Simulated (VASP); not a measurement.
InSe, 8 atoms in the cell. It takes space group P6_3/mmc (No. 194, hexagonal). Conventional cell: a = 4.033 Å, b = 4.033 Å, c = 16.767 Å, α = 90.00°, β = 90.00°, γ = 120.00°. In (site symmetry 3m) has 3 Se at 2.66 Å and 1 In at 2.79 Å within 3.5 Å. Within 3.5 Å of Se (site symmetry 3m) lie 3 In at 2.66 Å. 

| Property | Result |
| --- | --- |
| Program | VASP 6.6.1 |
| Task | single point |
| Functional | PBE |
| Dispersion | D3(BJ) |
| Potentials or basis | VASP PAW PBE potentials, release 64 (In_d, Se) |
| Cutoff | 520 eV |
| k mesh | 6 × 6 × 2 |
| Occupations | fermi-dirac, width 0.02 eV |
| Spin | no spin polarisation |
| Dipole correction | no |
| Further INCAR settings | ALGO = Normal; EDIFF = 1e-07; NBANDS = 48 |

Potentials or basis: VASP PAW PBE potentials, release 64 (In_d, Se).

The run is started by

```console
$ cat potpaw_PBE.64/In_d/POTCAR potpaw_PBE.64/Se/POTCAR > POTCAR
$ mpirun -np 1 vasp_std > vasp.out
```

Hardware: 1 thread of Intel(R) Xeon(R) Platinum 8259CL CPU @ 2.50GHz (Skylake/Cascade Lake), on a shared host.

**Question.** How long does it take, and how much memory?

**Answer.** Wall time 3.2 min on 1 thread of Intel(R) Xeon(R) Platinum 8259CL CPU @ 2.50GHz (Skylake/Cascade Lake), with other jobs on the host, peak memory 0.39 GiB. Counts: scf iterations 16, k points 14.
